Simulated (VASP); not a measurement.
Here is a VASP 6.6.1 calculation.

Contents of INCAR:

```
SYSTEM = GaSb
  PREC = Accurate
  ENCUT = 500
  EDIFF = 1E-8
  ISMEAR = -1
  SIGMA = 0.05
  LREAL = .FALSE.
  LASPH = .TRUE.
  NELM = 120
  ALGO = Normal
  ISIF = 3
  LWAVE = .FALSE.
  LCHARG = .FALSE.
  GGA = PE
  NBANDS = 21
  IBRION = 6
  NFREE = 2
  POTIM = 0.015
  NSW = 1
  GGA_COMPAT = .FALSE.
```

File KPOINTS:

```
regular mesh
0
G
  6 6 6
  0 0 0
```

File POSCAR:

```
GaSb
1.0
    0.0000000000      3.0590000000      3.0590000000
    3.0590000000      0.0000000000      3.0590000000
    3.0590000000      3.0590000000      0.0000000000
Sb Ga
1 1
Direct
    0.7500000000      0.7500000000      0.7500000000
    0.0000000000      0.0000000000      0.0000000000
```

Potentials or basis: VASP PAW PBE potentials, release 64 (Sb_d_GW, Ga_d).

Run with:

```sh
$ cat potpaw_PBE.64/Sb_d_GW/POTCAR potpaw_PBE.64/Ga_d/POTCAR > POTCAR
$ mpirun -np 1 vasp_std > vasp.out
```

(1) Predict the elastic constants C11, C12, C44.

(2) What does it give for the Voigt bulk modulus?

(3) What does it give for the highest phonon frequency at Γ, LO-TO splitting left out?

Results:

(1) 78, 37, 35 GPa.

(2) 50 GPa.

(3) 217 cm⁻¹.

Caveat: the cell is under stress, which shifts elastic constants.
